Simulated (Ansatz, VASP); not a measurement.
## Two plane-wave programs on MgO

File POSCAR:

```
MgO
1.0
    0.0000000000      2.1000000000      2.1000000000
    2.1000000000      0.0000000000      2.1000000000
    2.1000000000      2.1000000000      0.0000000000
Mg O
1 1
Direct
    0.0000000000      0.0000000000      0.0000000000
    0.5000000000      0.5000000000      0.5000000000
```

INCAR.step1

```
SYSTEM = MgO
PREC = Accurate
ENCUT = 750
ISMEAR = -1
SIGMA = 0.05
LREAL = .FALSE.
LASPH = .TRUE.
NELM = 120
NBANDS = 15
GGA = PE
ALGO = Normal
EDIFF = 1E-5
LWAVE = .TRUE.
LCHARG = .FALSE.
GGA_COMPAT = .FALSE.
```

The input INCAR.step2:

```
SYSTEM = MgO
PREC = Accurate
ENCUT = 750
EDIFF = 1E-6
ISMEAR = -1
SIGMA = 0.05
LREAL = .FALSE.
LASPH = .TRUE.
NELM = 120
ALGO = Normal
ISIF = 2
LWAVE = .FALSE.
LCHARG = .FALSE.
METAGGA = R2SCAN
LMIXTAU = .TRUE.
NBANDS = 15
ISTART = 1
GGA_COMPAT = .FALSE.
```

The input KPOINTS:

```
Automatic mesh
0
G
  9 9 9
  0 0 0
```

Input for Ansatz:

```yaml
crystal:
  lattice:
    - [0.0, 2.1, 2.1]
    - [2.1, 0.0, 2.1]
    - [2.1, 2.1, 0.0]
  atoms:
    - { symbol: Mg, position: [0.0, 0.0, 0.0] }
    - { symbol: O, position: [0.5, 0.5, 0.5] }
hamiltonian:
  xc: r2scan
  pseudopotentials: { kind: paw }
basis:
  ecutwfc: 500
kpoints:
  mp_grid: { grid: [9, 9, 9] }
scf:
  occupations: { method: fermi_dirac, width: 0.05 }
  lower_state_search: "off"
output:
  forces: true
  stress: true
```

Alike in both runs: task single point; functional r2SCAN; k mesh 9 × 9 × 9; occupations fermi-dirac, width 0.05 eV; no spin polarisation.

|  | VASP | Ansatz |
| --- | --- | --- |
| version | VASP 6.6.1 | Ansatz 0.2.0 |
| potentials or method | VASP PAW PBE potentials, release 64 (Mg_sv, O), cutoff 750 eV | PAW, plane waves, scalar-relativistic |
| valence electrons in the cell | 16 | 16 |

```csv
,VASP,Ansatz,Ansatz less VASP
pressure (GPa),0.5,0.5,+0.05
```

VASP's potentials were made for PBE, not for r2SCAN.
